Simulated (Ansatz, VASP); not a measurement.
# GaN in VASP and in Ansatz

```xyz
2
Lattice="0.0000 2.2490 2.2490 2.2490 0.0000 2.2490 2.2490 2.2490 0.0000" Properties=species:S:1:pos:R:3 pbc="T T T"
Ga    0.0000    0.0000    0.0000
N     3.3735    3.3735    3.3735
```

Alike in both runs: functional PBEsol; k mesh 9 × 9 × 9; no spin polarisation.

Ansatz relaxed the structure, and its values are those at the end. VASP's run is a single point on that final structure, the one shown.

|  | VASP | Ansatz |
| --- | --- | --- |
| version | VASP 6.6.1 | Ansatz 0.2.0 |
| potentials or method | VASP PAW PBE potentials, release 64 (Ga_d, N), cutoff 520 eV | plane waves, PAW |
| occupations | gaussian, width 0.01 eV | fixed |
| valence electrons in the cell | 18 | 18 |

```csv
,VASP,Ansatz,Ansatz less VASP
pressure (GPa),-0.2,0.0,+0.20
```

VASP's potentials were made for PBE, not for PBEsol.
